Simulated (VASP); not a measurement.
A run of VASP 6.6.1 is set up as follows.

The input INCAR:

```
SYSTEM = NiO
PREC = Accurate
ENCUT = 520
EDIFF = 1E-6
ISMEAR = 0
SIGMA = 0.05
LREAL = .False.
LASPH = .True.
NELM = 150
ALGO = Normal
ISIF = 2
LWAVE = .False.
LCHARG = .False.
ISPIN = 2
MAGMOM = 1.51 -1.51 0 0
LORBIT = 11
LMAXMIX = 4
GGA = PE
NBANDS = 28
```

KPOINTS

```
regular mesh
0
Gamma
  14 14 14
  0 0 0
```

Contents of POSCAR:

```
NiO
1.0
    0.0000000000      2.0865468412      2.0865468412
    2.0865468412      0.0000000000      2.0865468412
    4.1551905608      2.0686437196     -2.0686437196
Ni O
2 2
Direct
    0.0000000000      0.0000000000      0.0000000000
    0.5000000000      0.0000000000      0.5000000000
    0.7499999577      0.5000000847      0.2499998730
    1.2500000423      0.4999999153      0.7500001270
```

Potentials or basis: VASP PAW PBE potentials, release 64 (Ni, O).

Command:

```bash
$ cat potpaw_PBE.64/Ni/POTCAR potpaw_PBE.64/O/POTCAR > POTCAR
$ mpirun -np 1 vasp_std > vasp.out
```

Problem. Estimate the site moments.

Solution. Ni +1.34, -1.34; O +0.00 μB.

Problem. Predict the net moment.

Solution. 0.00 μB per cell.
